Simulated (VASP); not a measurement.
# ScS4 (P6/mmm) in VASP: a series of runs

ScS4 is run at these levels: PBE; tasks: single point.

Program: VASP 6.6.1. These are calculated values, not measurements. Logs are shortened: lines on timing, memory, paths and dates and some standing lists are left out, and cuts for length are marked.

### 1 The cell of the first run

The structure is hexagonal, space group P6/mmm (No. 191). The conventional cell has a = 4.810 Å, b = 4.810 Å, c = 5.101 Å, α = 90.00°, β = 90.00°, γ = 120.00°. Sc (site symmetry 6/mmm) has 12 S at 2.97 Å within 3.9 Å. S (site symmetry 3m) has 4 S at 2.11 to 2.78 Å within 2.8 Å.

The cell was generated, and may not be a known phase.

### 2 Single point, PBE

The input, INCAR:

```
  PREC = Accurate
  ENCUT = 520
  EDIFF = 1E-6
  ISMEAR = 0
  SIGMA = 0.1
  LREAL = F
  LASPH = T
  NELM = 80
  ALGO = Fast
  ISIF = 2
  LWAVE = F
  LCHARG = F
  GGA = PE
  NBANDS = 26
```

The input, KPOINTS:

```
Automatic mesh
0
Gamma
  6 6 4
```

The input, POSCAR:

```
ScS4
1.0
    4.8099956231     -0.0000000032      0.0000000000
   -2.4049978088      4.1655784033      0.0000000000
    0.0000000000      0.0000000000      5.1005008157
Sc S
1 4
Direct
    0.0000000000      0.0000000000      0.5000000000
    0.3333333333      0.6666666667      0.7066262531
    0.6666666667      0.3333333333      0.7066262531
    0.6666666667      0.3333333333      0.2933737469
    0.3333333333      0.6666666667      0.2933737469
```

Potentials or basis: VASP PAW PBE potentials, release 64 (Sc_sv, S).

Command:

```sh
$ cat potpaw_PBE.64/Sc_sv/POTCAR potpaw_PBE.64/S/POTCAR > POTCAR
$ mpirun -np 1 vasp_std > vasp.out
```

OUTCAR:

```text
PREC = Accurate
   ENCUT = 520
   EDIFF = 1E-6
   ISMEAR = 0
   LREAL = F
   LASPH = T
   NELM = 80
   ISIF = 2
   GGA = PE

 ion  position               nearest neighbor table
   1  0.000  0.000  0.500-   2 2.97   3 2.97   4 2.97   5 2.97   3 2.97   4 2.97   2 2.97   5 2.97
                             3 2.97   4 2.97   2 2.97   5 2.97
   2  0.333  0.667  0.707-   5 2.11   3 2.78   3 2.78   3 2.78   1 2.97   1 2.97   1 2.97
   3  0.667  0.333  0.707-   4 2.11   2 2.78   2 2.78   2 2.78   1 2.97   1 2.97   1 2.97
   4  0.667  0.333  0.293-   3 2.11   5 2.78   5 2.78   5 2.78   1 2.97   1 2.97   1 2.97
   5  0.333  0.667  0.293-   2 2.11   4 2.78   4 2.78   4 2.78   1 2.97   1 2.97   1 2.97

  LATTYP: Found a hexagonal cell.
 ALAT       =     4.8099956231
 C/A-ratio  =     1.0603961449

  Lattice vectors:

 A1 = (   4.8099956231,  -0.0000000032,   0.0000000000)
 A2 = (  -2.4049978088,   4.1655784033,   0.0000000000)
 A3 = (   0.0000000000,   0.0000000000,   5.1005008157)

Analysis of symmetry for initial positions (statically):
=====================================================================
 Subroutine PRICEL returns:
 Original cell was already a primitive cell.

 Routine SETGRP: Setting up the symmetry group for a
 hexagonal supercell.

 Subroutine GETGRP returns: Found 24 space group operations
 (whereof 24 operations were pure point group operations)
 out of a pool of 24 trial point group operations.

The static configuration has the point symmetry D_6h.

Analysis of symmetry for dynamics (positions and initial velocities):
=====================================================================
 Subroutine PRICEL returns:
 Original cell was already a primitive cell.

 Routine SETGRP: Setting up the symmetry group for a
 hexagonal supercell.

 Subroutine GETGRP returns: Found 24 space group operations
 (whereof 24 operations were pure point group operations)
 out of a pool of 24 trial point group operations.

The dynamic configuration has the point symmetry D_6h.

 Subroutine INISYM returns: Found 24 space group operations
 (whereof 24 operations are pure point group operations),
 and found     1 'primitive' translations

----------------------------------------------------------------------------------------

                                     Primitive cell

  volume of cell :     102.1957

  direct lattice vectors                    reciprocal lattice vectors
     4.809995623 -0.000000003  0.000000000     0.207900397  0.120031350  0.000000000
    -2.404997809  4.165578403  0.000000000     0.000000000  0.240062700  0.000000000
     0.000000000  0.000000000  5.100500816     0.000000000  0.000000000  0.196059179

  length of vectors
     4.809995623  4.809995623  5.100500816     0.240062700  0.240062700  0.196059179

  position of ions in fractional coordinates (direct lattice)
     0.000000000  0.000000000  0.500000000
     0.333333333  0.666666667  0.706626253
     0.666666667  0.333333333  0.706626253
     0.666666667  0.333333333  0.293373747
     0.333333333  0.666666667  0.293373747

  ion indices of the primitive-cell ions
   primitive index   ion index
                 1           1
                 2           2
                 3           3
                 4           4
                 5           5

----------------------------------------------------------------------------------------

 KPOINTS: Automatic mesh

Automatic generation of k-mesh.
 Grid dimensions read from file:
 generate k-points for:    6    6    4

 Generating k-lattice:

  Cartesian coordinates                     Fractional coordinates (reciprocal lattice)
     0.034650066  0.020005225  0.000000000     0.166666667  0.000000000  0.000000000
     0.000000000  0.040010450  0.000000000    -0.000000000  0.166666667  0.000000000
     0.000000000  0.000000000  0.049014795     0.000000000  0.000000000  0.250000000

  Length of vectors
     0.040010450  0.040010450  0.049014795

  Shift w.r.t. Gamma in fractional coordinates (k-lattice)
     0.000000000  0.000000000  0.000000000

 Subroutine IBZKPT returns following result:
 ===========================================

 Found     21 irreducible k-points:

 Following reciprocal coordinates:
            Coordinates               Weight
  0.000000  0.000000  0.000000      1.000000
  0.166667 -0.000000  0.000000      6.000000
  0.333333  0.000000  0.000000      6.000000
  0.500000 -0.000000  0.000000      3.000000
  0.166667  0.166667  0.000000      6.000000
  0.333333  0.166667  0.000000     12.000000
[... 13 lines left out ...]
  0.333333  0.166667  0.500000     12.000000
  0.333333  0.333333  0.500000      2.000000
   k-points           NKPTS =     21   k-points in BZ     NKDIM =     21   number of bands    NBANDS=     26
   number of dos      NEDOS =    301   number of ions     NIONS =      5
   total plane-waves  NPLWV =  51840
   dimension x,y,z NGX =    36 NGY =   36 NGZ =   40
   dimension x,y,z NGXF=    72 NGYF=   72 NGZF=   80
   ions per type =               1   4
   NGX,Y,Z   is equivalent  to a cutoff of  12.44, 12.44, 13.04 a.u.
   NGXF,Y,Z  is equivalent  to a cutoff of  24.89, 24.89, 26.08 a.u.
 SYSTEM =  unknown system
   PREC   = accura    normal or accurate (medium, high low for compatibility)
   ISTART =      0    job   : 0-new  1-cont  2-samecut
   ICHARG =      2    charge: 1-file 2-atom 10-const
   ISPIN  =      1    spin polarized calculation?
   LNONCOLLINEAR =      F non collinear calculations
   LSORBIT =      F    spin-orbit coupling
   LASPH  =      T    aspherical Exc in radial PAW
   ENCUT  =  520.0 eV  38.22 Ry    6.18 a.u.   8.94  8.94  9.48*2*pi/ulx,y,z
   NELM   =     80;   NELMIN=  2; NELMDL= -5     # of ELM steps
   EDIFF  = 0.1E-05   stopping-criterion for ELM
   LREAL  =      F    real-space projection
   EDIFFG = 0.1E-04   stopping-criterion for IOM
   NSW    =      0    number of steps for IOM
   IBRION =     -1    ionic relax: 0-MD 1-quasi-New 2-CG
   NFREE  =      0    steps in history (QN), initial steepest desc. (CG)
   ISIF   =      2    stress and relaxation
   ISYM   =      2    0-nonsym 1-usesym 2-fastsym
   POTIM  = 0.5000    time-step for ionic-motion
   TEBEG  =    0.0;   TEEND  =   0.0 temperature during run
   PSTRESS=    0.0 pullay stress
   NELECT =      35.0000    total number of electrons
   NUPDOWN=      -1.0000    fix difference up-down
   EMIN   =  10.00;   EMAX   =-10.00  energy-range for DOS
   EFERMI =   0.00;   METHOD = LEGACY
   ISMEAR =     0;   SIGMA  =   0.10  broadening in eV -4-tet -1-fermi 0-gaus
   EFERMI_NEDOS =   21; number of points for ismear=-14 and -15
   IALGO  =     68    algorithm
   IMIX   =      4    mixing-type and parameters
     AMIX     =   0.40;   BMIX     =  1.00
     AMIX_MAG =   1.60;   BMIX_MAG =  1.00
  volume/ion in A,a.u.               =      20.44       137.93
  Fermi-wavevector in a.u.,A,eV,Ry     =   1.145390  2.164473 17.849719  1.311917
  Thomas-Fermi vector in A             =   2.282078
   LORBIT       =      0    0 simple, 1 ext, 2 COOP (PROOUT), +10 PAW based schemes
   GGA     = PE    functional components
   LHFCALC =     F    Hartree Fock is set to
   AEXX    =    0.0000 exact exchange contribution
   IVDW    =     0    specifies the selected vdW correction
   LEPSILON=     F    determine dielectric tensor
   LRPA    =     F    only Hartree local field effects (RPA)
 non-spin polarized calculation
 RMM-DIIS sequential band-by-band and
 Gauss-broadening in eV      SIGMA  =   0.10
  energy-cutoff  :      520.00
  volume of cell :      102.20
 maximum number of plane-waves:      2766
 NGX is ok and might be reduce to    36
   NGX = 17   NGY = 17   NGZ = 19

 number of electron      35.0000005 magnetization

 Free energy of the ion-electron system (eV)
  ---------------------------------------------------
  ext. energy  EPLUGINS =         0.00000000
  ---------------------------------------------------
  free energy    TOTEN  =       -24.05954381 eV

  energy without entropy =      -24.04982630  energy(sigma->0) =      -24.05468506

 E-fermi :   5.6616     XC(G=0):  -9.6366

 val. band max:        5.5677458712   @ k =   0.3333   0.0000   0.5000
 cond. band min:       5.6631310704   @ k =   0.1667   0.1667   0.2500
 fundamental gap:      0.0953851992
 Fermi energy:         5.6616319704

 k-point     1 :       0.0000    0.0000    0.0000
  band No.  band energies     occupation
      1     -45.3499      2.00000
      2     -23.9811      2.00000
      3     -23.9141      2.00000
      4     -23.9141      2.00000
      5     -11.3799      2.00000
      6      -8.6581      2.00000
[... 18 lines left out ...]
     25       9.0343      0.00000
     26      11.2131      0.00000

 k-point     2 :       0.1667   -0.0000    0.0000
  band No.  band energies     occupation
      1     -45.3498      2.00000
      2     -23.9808      2.00000
      3     -23.9168      2.00000
      4     -23.9146      2.00000
      5     -11.2430      2.00000
      6      -8.8947      2.00000
[... 18 lines left out ...]
     25       9.2497      0.00000
     26      10.7127      0.00000

 k-point     3 :       0.3333    0.0000    0.0000
  band No.  band energies     occupation
      1     -45.3497      2.00000
      2     -23.9802      2.00000
      3     -23.9221      2.00000
      4     -23.9156      2.00000
      5     -10.8795      2.00000
      6      -9.4273      2.00000
[... 18 lines left out ...]
     25       9.7144      0.00000
     26      10.0090      0.00000

 k-point     4 :       0.5000   -0.0000    0.0000
  band No.  band energies     occupation
      1     -45.3497      2.00000
      2     -23.9799      2.00000
      3     -23.9248      2.00000
      4     -23.9160      2.00000
      5     -10.5636      2.00000
      6      -9.8153      2.00000
[... 18 lines left out ...]
     25       9.7147      0.00000
     26      10.0058      0.00000

 k-point     5 :       0.1667    0.1667    0.0000
  band No.  band energies     occupation
      1     -45.3498      2.00000
      2     -23.9804      2.00000
      3     -23.9202      2.00000
      4     -23.9159      2.00000
      5     -10.9902      2.00000
      6      -9.2749      2.00000
[... 18 lines left out ...]
     25       9.7782      0.00000
     26      10.6761      0.00000

 k-point     6 :       0.3333    0.1667    0.0000
  band No.  band energies     occupation
      1     -45.3497      2.00000
      2     -23.9799      2.00000
      3     -23.9233      2.00000
      4     -23.9175      2.00000
      5     -10.5856      2.00000
      6      -9.7834      2.00000
[... 340 lines left out ...]
 k-point    18 :       0.5000   -0.0000    0.5000
  band No.  band energies     occupation
      1     -45.3497      2.00000
      2     -23.9806      2.00000
      3     -23.9246      2.00000
      4     -23.9160      2.00000
      5     -10.3272      2.00000
      6      -9.5966      2.00000
[... 18 lines left out ...]
     25       8.0260      0.00000
     26      10.2091      0.00000

 k-point    19 :       0.1667    0.1667    0.5000
  band No.  band energies     occupation
      1     -45.3497      2.00000
      2     -23.9811      2.00000
      3     -23.9201      2.00000
      4     -23.9158      2.00000
      5     -10.7498      2.00000
      6      -9.0651      2.00000
[... 18 lines left out ...]
     25       7.9431      0.00000
     26      10.3208      0.00000

 k-point    20 :       0.3333    0.1667    0.5000
  band No.  band energies     occupation
      1     -45.3497      2.00000
      2     -23.9806      2.00000
      3     -23.9232      2.00000
      4     -23.9174      2.00000
      5     -10.3500      2.00000
      6      -9.5641      2.00000
[... 18 lines left out ...]
     25       7.5922      0.00000
     26       9.2086      0.00000

 k-point    21 :       0.3333    0.3333    0.5000
  band No.  band energies     occupation
      1     -45.3496      2.00000
      2     -23.9805      2.00000
      3     -23.9211      2.00000
      4     -23.9211      2.00000
      5      -9.9670      2.00000
      6      -9.9670      2.00000
[... 18 lines left out ...]
     25       8.4267      0.00000
     26       9.4086      0.00000

------------------------ aborting loop because EDIFF is reached ----------------------------------------

  FORCE on cell =-STRESS in cart. coord.  units (eV):
  Direction    XX          YY          ZZ          XY          YZ          ZX
  --------------------------------------------------------------------------------------
  -------------------------------------------------------------------------------------
  Total        0.0047223      0.0047223     -0.5250148     -0.0000000     -0.0000000      0.0000000
  in kB        0.0740340      0.0740340     -8.2309375     -0.0000000     -0.0000000      0.0000000
  external PRESSURE =      -2.6942898 kB  Pullay stress =       0.0000000 kB

 VOLUME and BASIS-vectors are now :
 -----------------------------------------------------------------------------
  energy-cutoff  :      520.00
  volume of cell :      102.20
      direct lattice vectors                 reciprocal lattice vectors
     4.809995623 -0.000000003  0.000000000     0.207900397  0.120031350  0.000000000
    -2.404997809  4.165578403  0.000000000     0.000000000  0.240062700  0.000000000
     0.000000000  0.000000000  5.100500816     0.000000000  0.000000000  0.196059179

 POSITION                                       TOTAL-FORCE (eV/Angst)
 -----------------------------------------------------------------------------------
      0.00000      0.00000      2.55025        -0.000000      0.000000      0.000000
      0.00000      2.77705      3.60415        -0.000000     -0.000000     -0.122915
      2.40500      1.38853      3.60415        -0.000000      0.000000     -0.122915
      2.40500      1.38853      1.49635         0.000000      0.000000      0.122915
      0.00000      2.77705      1.49635        -0.000000     -0.000000      0.122915
 -----------------------------------------------------------------------------------
    total drift:                               -0.000000     -0.000000      0.000000

  FREE ENERGIE OF THE ION-ELECTRON SYSTEM (eV)
  ---------------------------------------------------
  free  energy   TOTEN  =       -24.0595438101 eV

  energy  without entropy=      -24.0498263031  energy(sigma->0) =      -24.05468506
```

Run time: 2.1 min. Hardware: 1 thread of Oxide Virtual Turin-like, shared host; peak memory 0.2 GiB.

Results:

```
Free energy            : -24.0595 eV
Pressure               : -0.3 GPa
Largest force          : 0.123 eV/Å
Band gap on the k mesh : zero (an odd number of electrons rules out a gap without spin polarisation)
```

Forces on the atoms (eV/Å):
```
Sc   0.000  0.000  0.000
S    0.000  0.000 -0.123
S    0.000  0.000 -0.123
S    0.000  0.000  0.123
S    0.000  0.000  0.123
```

Stress tensor (GPa, compression positive):
```
 0.01  0.00  0.00
 0.00  0.01  0.00
 0.00  0.00 -0.82
```

Caveat: this functional lacks dispersion, which binds layers or chains, so the pressure and a relaxed spacing across them are unreliable; an odd number of electrons without spin polarisation forces a metal; a magnetic or distorted state may lie lower.

### 3 Single point, PBE

This run uses another cell than the first one, of 21.90 Å³/atom.

The input, INCAR:

```
SYSTEM = ScS4
ALGO     = Normal         ! electronic algorithm
EDIFF    = 1E-7           ! SCF threshold, eV
ENCUT    = 520            ! plane-wave cutoff, eV
GGA      = PE             ! functional
ISIF     = 2              ! what is computed and relaxed
ISMEAR   = 0              ! smearing method
LASPH    = .TRUE.         ! aspherical terms in the spheres
LCHARG   = .FALSE.        ! write CHGCAR
LREAL    = .FALSE.        ! projectors in reciprocal space
LWAVE    = .FALSE.        ! write WAVECAR
NBANDS   = 26             ! bands
NELM     = 60             ! most SCF steps
PREC     = Accurate       ! precision mode
SIGMA    = 0.1            ! smearing width, eV
```

The input, KPOINTS:

```
k-points
0
G
  6 6 4
  0 0 0
```

The input, POSCAR:

```
ScS4
1.0
    4.3002878300      0.0000000000      0.0000000000
   -2.1501439100      3.7241585000      0.0000000000
    0.0000000000      0.0000000000      6.8359654800
Sc S
1 4
Direct
    0.0000000000      0.0000000000      0.5000000000
    0.3333333300      0.6666666700      0.6945110100
    0.6666666700      0.3333333300      0.6945110100
    0.6666666700      0.3333333300      0.3054889900
    0.3333333300      0.6666666700      0.3054889900
```

Potentials or basis: VASP PAW PBE potentials, release 64 (Sc_sv, S).

Command:

```sh
$ cat potpaw_PBE.64/Sc_sv/POTCAR potpaw_PBE.64/S/POTCAR > POTCAR
$ mpirun -np 1 vasp_std > vasp.out
```

It took 2.3 min on 1 thread of Oxide Virtual Turin-like, shared host; peak memory 0.2 GiB.

The run converged. Its results:

| Item | Value |
| --- | --- |
| Free energy | -22.8781 eV |
| Pressure | 2.9 GPa |
| Largest force | 0.203 eV/Å |
| Band gap on the k mesh | zero (an odd number of electrons rules out a gap without spin polarisation) |

Forces in eV/Å, atoms in the order of the input:
```
Sc   0.000  0.000  0.000
S    0.000  0.000  0.203
S    0.000  0.000  0.203
S    0.000  0.000 -0.203
S    0.000  0.000 -0.203
```

Stress tensor (GPa, compression positive):
```
3.70 0.00 0.00
0.00 3.70 0.00
0.00 0.00 1.36
```

Levels at points of the mesh, in eV from the Fermi level:
| k point | band 15 | band 16 | band 17 | band 18 | band 19 | band 20 | band 21 | band 22 |
| --- | --- | --- | --- | --- | --- | --- | --- | --- |
| (0.00, 0.00, 0.00) | -1.70 | -1.70 | -1.63 | -1.39 | -1.39 | 1.90 | 1.95 | 2.34 |
| (0.50, 0.00, 0.00) | -1.04 | -0.16 | 0.22 | 0.41 | 1.04 | 1.63 | 2.25 | 2.47 |
| (0.00, 0.00, 0.50) | -1.73 | -1.73 | -1.69 | -1.36 | -1.36 | 1.56 | 2.06 | 2.41 |
| (0.50, 0.00, 0.50) | -1.65 | -0.20 | -0.15 | 0.24 | 0.97 | 1.70 | 2.23 | 2.44 |

Caveat: this functional lacks dispersion, which binds layers or chains, so the pressure and a relaxed spacing across them are unreliable; an odd number of electrons without spin polarisation forces a metal; a magnetic or distorted state may lie lower.

The gap in the log of VASP goes by the Fermi energy; the results here count the filled bands.